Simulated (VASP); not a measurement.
# TiSiO (Pmmn) in VASP: further runs

TiSiO is run at these levels: r2SCAN, r2SCAN+D3(BJ); tasks: single point.

Program: VASP 6.6.1. These are calculated values, not measurements. Logs are shortened: lines on timing, memory, paths and dates and some standing lists are left out, and cuts for length are marked.

### Step 1. The cell of the first run

Symmetry: Pmmn, No. 59, orthorhombic system. Conventional cell: a = 3.059 Å, b = 3.446 Å, c = 7.322 Å, α = 90.00°, β = 90.00°, γ = 90.00°. Within 2.4 Å of O (site symmetry mm2) lie 4 Ti at 1.79 to 1.99 Å. Within 2.9 Å of Si (site symmetry mm2) lie 2 Ti at 2.18 Å and 1 O at 2.84 Å. Within 2.4 Å of Ti (site symmetry mm2) lie 4 O at 1.79 to 1.99 Å and 2 Si at 2.18 Å.

### Step 2. Single point, r2SCAN

Input file POSCAR:

```
TiSiO
1.0
    3.4459807600      0.0000000000      0.0000000000
    0.0000000000      3.0591495900      0.0000000000
    0.0000000000      0.0000000000      7.3224810300
O Si Ti
2 2 2
Direct
    0.7500000000      0.7500000000      0.9446000000
    0.2500000000      0.2500000000      0.0554000000
    0.2500000000      0.2500000000      0.6680400000
    0.7500000000      0.7500000000      0.3319600000
    0.2500000000      0.7500000000      0.8806800000
    0.7500000000      0.2500000000      0.1193200000
```

Input file INCAR.step1:

```
SYSTEM = TiSiO
  PREC = Accurate
  ENCUT = 520
  ISMEAR = -1
  SIGMA = 0.1
  LREAL = .FALSE.
  LASPH = .TRUE.
  NELM = 80
  NBANDS = 31
  GGA = PE
  ALGO = Normal
  EDIFF = 1E-4
  LWAVE = .TRUE.
  LCHARG = .FALSE.
```

Input file INCAR.step2:

```
SYSTEM = TiSiO
  PREC = Accurate
  ENCUT = 520
  EDIFF = 1E-6
  ISMEAR = -1
  SIGMA = 0.1
  LREAL = .FALSE.
  LASPH = .TRUE.
  NELM = 80
  ALGO = Normal
  ISIF = 2
  LWAVE = .FALSE.
  LCHARG = .FALSE.
  METAGGA = R2SCAN
  LMIXTAU = .TRUE.
  NBANDS = 31
  ISTART = 1
```

Input file KPOINTS:

```
Automatic mesh
0
G
  5 6 3
  0 0 0
```

Potentials or basis: VASP PAW PBE potentials, release 64 (O, Si, Ti_sv).

Run with:

```sh
> cat potpaw_PBE.64/O/POTCAR potpaw_PBE.64/Si/POTCAR potpaw_PBE.64/Ti_sv/POTCAR > POTCAR
> cp INCAR.step1 INCAR
> mpirun -np 1 vasp_std > vasp.out
> cp INCAR.step2 INCAR
> mpirun -np 1 vasp_std > vasp.out
```

OUTCAR:

```text
SYSTEM = TiSiO
   PREC = Accurate
   ENCUT = 520
   EDIFF = 1E-6
   ISMEAR = -1
   LREAL = .FALSE.
   LASPH = .TRUE.
   NELM = 80
   ISIF = 2
   METAGGA = R2SCAN
   ISTART = 1

 ion  position               nearest neighbor table
   1  0.750  0.750  0.945-   5 1.79   5 1.79   6 1.99   6 1.99
   2  0.250  0.250  0.055-   6 1.79   6 1.79   5 1.99   5 1.99
   3  0.250  0.250  0.668-   5 2.18   5 2.18
   4  0.750  0.750  0.332-   6 2.18   6 2.18
   5  0.250  0.750  0.881-   1 1.79   1 1.79   2 1.99   2 1.99   3 2.18   3 2.18   6 2.89   6 2.89
                             6 2.89   6 2.89
   6  0.750  0.250  0.119-   2 1.79   2 1.79   1 1.99   1 1.99   4 2.18   4 2.18   5 2.89   5 2.89
                             5 2.89   5 2.89

  LATTYP: Found a simple orthorhombic cell.
 ALAT       =     3.0591495900
 B/A-ratio  =     1.1264505571
 C/A-ratio  =     2.3936328756

  Lattice vectors:

 A1 = (   0.0000000000,  -3.0591495900,   0.0000000000)
 A2 = (   3.4459807600,   0.0000000000,   0.0000000000)
 A3 = (   0.0000000000,   0.0000000000,   7.3224810300)

Analysis of symmetry for initial positions (statically):
=====================================================================
 Subroutine PRICEL returns:
 Original cell was already a primitive cell.

 Routine SETGRP: Setting up the symmetry group for a
 simple orthorhombic supercell.

 Subroutine GETGRP returns: Found  8 space group operations
 (whereof  2 operations were pure point group operations)
 out of a pool of  8 trial point group operations.

The static configuration has the point symmetry S_2 .
 The point group associated with its full space group is D_2h.

Analysis of symmetry for dynamics (positions and initial velocities):
=====================================================================
 Subroutine PRICEL returns:
 Original cell was already a primitive cell.

 Routine SETGRP: Setting up the symmetry group for a
 simple orthorhombic supercell.

 Subroutine GETGRP returns: Found  8 space group operations
 (whereof  2 operations were pure point group operations)
 out of a pool of  8 trial point group operations.

The dynamic configuration has the point symmetry S_2 .
 The point group associated with its full space group is D_2h.

 Subroutine INISYM returns: Found  8 space group operations
 (whereof  2 operations are pure point group operations),
 and found     1 'primitive' translations

----------------------------------------------------------------------------------------

                                     Primitive cell

  volume of cell :      77.1919

  direct lattice vectors                    reciprocal lattice vectors
     3.445980760  0.000000000  0.000000000     0.290193147  0.000000000  0.000000000
     0.000000000  3.059149590  0.000000000     0.000000000  0.326888232  0.000000000
     0.000000000  0.000000000  7.322481030     0.000000000  0.000000000  0.136565734

  length of vectors
     3.445980760  3.059149590  7.322481030     0.290193147  0.326888232  0.136565734

  position of ions in fractional coordinates (direct lattice)
     0.750000000  0.750000000  0.944600000
     0.250000000  0.250000000  0.055400000
     0.250000000  0.250000000  0.668040000
     0.750000000  0.750000000  0.331960000
     0.250000000  0.750000000  0.880680000
     0.750000000  0.250000000  0.119320000

  ion indices of the primitive-cell ions
   primitive index   ion index
                 1           1
                 2           2
                 3           3
                 4           4
                 5           5
                 6           6

----------------------------------------------------------------------------------------

 KPOINTS: Automatic mesh

Automatic generation of k-mesh.
 Grid dimensions read from file:
 generate k-points for:    5    6    3

 Generating k-lattice:

  Cartesian coordinates                     Fractional coordinates (reciprocal lattice)
     0.058038629  0.000000000  0.000000000     0.200000000  0.000000000  0.000000000
     0.000000000  0.054481372  0.000000000     0.000000000  0.166666667  0.000000000
     0.000000000  0.000000000  0.045521911     0.000000000  0.000000000  0.333333333

  Length of vectors
     0.058038629  0.054481372  0.045521911

  Shift w.r.t. Gamma in fractional coordinates (k-lattice)
     0.000000000  0.000000000  0.000000000

 Subroutine IBZKPT returns following result:
 ===========================================

 Found     24 irreducible k-points:

 Following reciprocal coordinates:
            Coordinates               Weight
  0.000000  0.000000  0.000000      1.000000
  0.200000  0.000000  0.000000      2.000000
  0.400000  0.000000  0.000000      2.000000
  0.000000  0.166667  0.000000      2.000000
  0.200000  0.166667  0.000000      4.000000
  0.400000  0.166667  0.000000      4.000000
[... 16 lines left out ...]
  0.200000  0.500000  0.333333      4.000000
  0.400000  0.500000  0.333333      4.000000
   k-points           NKPTS =     24   k-points in BZ     NKDIM =     24   number of bands    NBANDS=     31
   number of dos      NEDOS =    301   number of ions     NIONS =      6
   total plane-waves  NPLWV =  36288
   dimension x,y,z NGX =    28 NGY =   24 NGZ =   54
   dimension x,y,z NGXF=    56 NGYF=   48 NGZF=  108
   ions per type =               2   2   2
   NGX,Y,Z   is equivalent  to a cutoff of  13.51, 13.04, 12.26 a.u.
   NGXF,Y,Z  is equivalent  to a cutoff of  27.02, 26.09, 24.52 a.u.
 SYSTEM =  TiSiO
   PREC   = accura    normal or accurate (medium, high low for compatibility)
   ISTART =      1    job   : 0-new  1-cont  2-samecut
   ICHARG =      0    charge: 1-file 2-atom 10-const
   ISPIN  =      1    spin polarized calculation?
   LNONCOLLINEAR =      F non collinear calculations
   LSORBIT =      F    spin-orbit coupling
   LASPH  =      T    aspherical Exc in radial PAW
   ENCUT  =  520.0 eV  38.22 Ry    6.18 a.u.   6.41  5.69 13.61*2*pi/ulx,y,z
   NELM   =     80;   NELMIN=  2; NELMDL=  0     # of ELM steps
   EDIFF  = 0.1E-05   stopping-criterion for ELM
   LREAL  =      F    real-space projection
   EDIFFG = 0.1E-04   stopping-criterion for IOM
   NSW    =      0    number of steps for IOM
   IBRION =     -1    ionic relax: 0-MD 1-quasi-New 2-CG
   NFREE  =      0    steps in history (QN), initial steepest desc. (CG)
   ISIF   =      2    stress and relaxation
   ISYM   =      2    0-nonsym 1-usesym 2-fastsym
   POTIM  = 0.5000    time-step for ionic-motion
   TEBEG  =    0.0;   TEEND  =   0.0 temperature during run
   PSTRESS=    0.0 pullay stress
   NELECT =      44.0000    total number of electrons
   NUPDOWN=      -1.0000    fix difference up-down
   EMIN   =  10.00;   EMAX   =-10.00  energy-range for DOS
   EFERMI =   0.00;   METHOD = LEGACY
   ISMEAR =    -1;   SIGMA  =   0.10  broadening in eV -4-tet -1-fermi 0-gaus
   EFERMI_NEDOS =   21; number of points for ismear=-14 and -15
   IALGO  =     38    algorithm
   IMIX   =      4    mixing-type and parameters
     AMIX     =   0.40;   BMIX     =  1.00
     AMIX_MAG =   1.60;   BMIX_MAG =  1.00
  volume/ion in A,a.u.               =      12.87        86.82
  Fermi-wavevector in a.u.,A,eV,Ry     =   1.357381  2.565078 25.068508  1.842483
  Thomas-Fermi vector in A             =   2.484304
   LORBIT       =      0    0 simple, 1 ext, 2 COOP (PROOUT), +10 PAW based schemes
   METAGGA = R2SCAN    functional components
   LHFCALC =     F    Hartree Fock is set to
   AEXX    =    0.0000 exact exchange contribution
   IVDW    =     0    specifies the selected vdW correction
   LEPSILON=     F    determine dielectric tensor
   LRPA    =     F    only Hartree local field effects (RPA)
 non-spin polarized calculation
  energy-cutoff  :      520.00
  volume of cell :       77.19
 maximum number of plane-waves:      2094
 NGX is ok and might be reduce to    28
   NGX = 13   NGY = 11   NGZ = 27

 number of electron      44.0000000 magnetization

 Free energy of the ion-electron system (eV)
  ---------------------------------------------------
  ext. energy  EPLUGINS =         0.00000000
  ---------------------------------------------------
  free energy    TOTEN  =       -57.56914120 eV

  energy without entropy =      -57.42483389  energy(sigma->0) =      -57.49698755

 E-fermi :   8.3167     XC(G=0): -11.8500

 val. band max:        8.3137676101   @ k =   0.0000   0.5000   0.3333
 cond. band min:       8.3338400154   @ k =   0.0000   0.3333   0.3333
 fundamental gap:      0.0200724053
 Fermi energy:         8.3166838431

 k-point     1 :       0.0000    0.0000    0.0000
  band No.  band energies     occupation
      1     -51.3075      2.00000
      2     -51.1767      2.00000
      3     -27.0073      2.00000
      4     -26.9167      2.00000
      5     -26.6816      2.00000
      6     -26.5725      2.00000
[... 23 lines left out ...]
     30      13.0883      0.00000
     31      14.0756      0.00000

 k-point     2 :       0.2000    0.0000    0.0000
  band No.  band energies     occupation
      1     -51.2909      2.00000
      2     -51.1850      2.00000
      3     -27.1493      2.00000
      4     -27.0892      2.00000
      5     -26.6128      2.00000
      6     -26.5469      2.00000
[... 23 lines left out ...]
     30      12.5911      0.00000
     31      14.7143      0.00000

 k-point     3 :       0.4000    0.0000    0.0000
  band No.  band energies     occupation
      1     -51.2514      2.00000
      2     -51.2109      2.00000
      3     -27.3476      2.00000
      4     -27.3256      2.00000
      5     -26.5185      2.00000
      6     -26.4838      2.00000
[... 703 lines left out ...]
     30      11.7279      0.00000
     31      13.3497      0.00000

 k-point    24 :       0.4000    0.5000    0.3333
  band No.  band energies     occupation
      1     -51.1994      2.00000
      2     -51.1994      2.00000
      3     -27.3495      2.00000
      4     -27.3495      2.00000
      5     -26.6600      2.00000
      6     -26.6600      2.00000
[... 23 lines left out ...]
     30      11.4733      0.00000
     31      13.5011      0.00000

------------------------ aborting loop because EDIFF is reached ----------------------------------------

  FORCE on cell =-STRESS in cart. coord.  units (eV):
  Direction    XX          YY          ZZ          XY          YZ          ZX
  --------------------------------------------------------------------------------------
  -------------------------------------------------------------------------------------
  Total       31.2205103     17.1768738     32.3377504      0.0000000      0.0000000      0.0000000
  in kB      648.0056037    356.5191731    671.1947788      0.0000000      0.0000000      0.0000000
  external PRESSURE =     558.5731852 kB  Pullay stress =       0.0000000 kB

 VOLUME and BASIS-vectors are now :
 -----------------------------------------------------------------------------
  energy-cutoff  :      520.00
  volume of cell :       77.19
      direct lattice vectors                 reciprocal lattice vectors
     3.445980760  0.000000000  0.000000000     0.290193147  0.000000000  0.000000000
     0.000000000  3.059149590  0.000000000     0.000000000  0.326888232  0.000000000
     0.000000000  0.000000000  7.322481030     0.000000000  0.000000000  0.136565734

 POSITION                                       TOTAL-FORCE (eV/Angst)
 -----------------------------------------------------------------------------------
      2.58449      2.29436      6.91682         0.000000     -0.000000      0.511366
      0.86150      0.76479      0.40567         0.000000     -0.000000     -0.511366
      0.86150      0.76479      4.89171        -0.000000      0.000000     -8.022675
      2.58449      2.29436      2.43077        -0.000000     -0.000000      8.022675
      0.86150      2.29436      6.44876        -0.000000      0.000000      1.114916
      2.58449      0.76479      0.87372        -0.000000     -0.000000     -1.114916
 -----------------------------------------------------------------------------------
    total drift:                                0.000000      0.000000      0.000000

  FREE ENERGIE OF THE ION-ELECTRON SYSTEM (eV)
  ---------------------------------------------------
  free  energy   TOTEN  =       -57.5691412019 eV

  energy  without entropy=      -57.4248338915  energy(sigma->0) =      -57.49698755
```

Wall time 2.4 min (1 thread of Intel Xeon Platinum 8488C (Sapphire Rapids), shared host); peak memory 0.22 GiB.

Results:

```
Free energy            : -57.5691 eV
Pressure               : 55.9 GPa
Largest force          : 8.023 eV/Å
Band gap on the k mesh : zero (band 22 reaches 8.90 eV, above the bottom of band 23 at 8.06 eV)
```

Forces on the atoms (eV/Å):
```
O    0.000  0.000  0.511
O    0.000  0.000 -0.511
Si   0.000  0.000 -8.023
Si   0.000  0.000  8.023
Ti   0.000  0.000  1.115
Ti   0.000  0.000 -1.115
```

Stress tensor (GPa, compression positive):
```
64.80  0.00  0.00
 0.00 35.65  0.00
 0.00  0.00 67.12
```

Caveat: the k points lie up to 0.36 Å⁻¹ apart; the PAW data sets were made with another functional, which shifts forces and pressure a little.

[end of part 1 of 2]
